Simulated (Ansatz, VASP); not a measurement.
# One calculation of LuH2, two programs

The input INCAR:

```
SYSTEM = LuH2
PREC = Accurate ; ENCUT = 520
EDIFF = 1E-8 ; ISMEAR = -1
SIGMA = 0.02 ; LREAL = .False.
LASPH = .True. ; NELM = 120
ALGO = Normal ; ISIF = 2
LWAVE = .False. ; LCHARG = .False.
GGA = CA ; LEFG = .True.
NBANDS = 20 ; GGA_COMPAT = .False.
```

The input KPOINTS:

```
regular mesh
0
Gamma
  8 8 8
  0 0 0
```

The input POSCAR:

```
LuH2
1.0
    0.0000000000      2.5496156397      2.5496156397
    2.5496156397      0.0000000000      2.5496156397
    2.5496156397      2.5496156397      0.0000000000
Lu H
1 2
Direct
    0.0000000000      0.0000000000      0.0000000000
    0.2500000000      0.2500000000      0.2500000000
    0.7500000000      0.7500000000      0.7500000000
```

Input for Ansatz:

```yaml
crystal:
  lattice:
    - [0.0, 2.5496156397, 2.5496156397]
    - [2.5496156397, 0.0, 2.5496156397]
    - [2.5496156397, 2.5496156397, 0.0]
  atoms:
    - { symbol: Lu, position: [0.0, 0.0, 0.0] }
    - { symbol: H, position: [0.25, 0.25, 0.25] }
    - { symbol: H, position: [0.75, 0.75, 0.75] }
kpoints:
  mp_grid: { grid: [8, 8, 8] }
scf:
  occupations: { method: fermi_dirac, width: 0.02 }
hamiltonian:
  xc: lda
  pseudopotentials: { kind: all_electron, datasets: crystal }
output:
  forces: true
  stress: true
  eigenvalues: true
  efg: { contact_densities: true }
```

Change from the starting cell: volume scaled by 1.04, crystal datasets.

Alike in both runs: task electric field gradients; functional LDA; k mesh 8 × 8 × 8; occupations fermi-dirac, width 0.02 eV; no spin polarisation.

|  | VASP | Ansatz |
| --- | --- | --- |
| version | VASP 6.6.1 | Ansatz 0.2.0 |
| potentials or method | VASP PAW PBE potentials, release 64 (Lu, H), cutoff 520 eV | all-electron PAW with datasets made for the crystal, scalar-relativistic |

Ansatz gave:

| Item | Value |
| --- | --- |
| pressure (GPa) | -9.6 |

Question: What did VASP give for the same quantities?

Answer: Pressure (GPa): -9.1.

VASP's potentials were made for PBE, not for LDA. LDA's correlation is that of Perdew and Zunger in VASP and of Perdew and Wang (1992) in Ansatz. Ansatz ran all-electron here, and VASP with PAW potentials.

Neither program's run includes spin-orbit coupling.
